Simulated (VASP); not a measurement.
Here is a VASP 6.6.1 calculation.

The input INCAR:

```
SYSTEM = TePb
ALGO = Normal
EDIFF = 1E-6
ENCUT = 520
GGA = PE
ISIF = 2
ISMEAR = 0
LASPH = .True.
LCHARG = .True.
LELF = .True.
LREAL = .False.
LVHAR = .True.
LWAVE = .False.
NBANDS = 17
NELM = 80
PREC = Accurate
SIGMA = 0.05
```

File KPOINTS:

```
k-points
0
Gamma
  8 8 8
  0 0 0
```

File POSCAR:

```
TePb
1.0
    0.0000000000      3.2270000000      3.2270000000
    3.2270000000      0.0000000000      3.2270000000
    3.2270000000      3.2270000000      0.0000000000
Te Pb
1 1
Direct
    0.5000000000      0.5000000000      0.5000000000
   -0.0232414007      0.0232414007     -0.0232414007
```

Potentials or basis: VASP PAW PBE potentials, release 64 (Te, Pb_d).

The run is started by

```console
$ cat potpaw_PBE.64/Te/POTCAR potpaw_PBE.64/Pb_d/POTCAR > POTCAR
$ mpirun -np 1 vasp_std > vasp.out
```

Q: Estimate the largest force.

A: 0.152 eV/Å.

Q: What does it give for the pressure?

A: 2.5 GPa.

Q: Estimate the band gap on the k mesh.

A: 0.85 eV.

Stress tensor (GPa, compression positive):
```
2.24 0.00 0.00
0.00 3.13 0.00
0.00 0.00 2.24
```

Caveat: the cell differs from its parent crystal (all Pb atoms moved -0.150 Å, as atom 2 along Cartesian [0 1 0]); spin-orbit coupling is left out, which moves the levels of the heavy elements. A k mesh can miss the band edges.
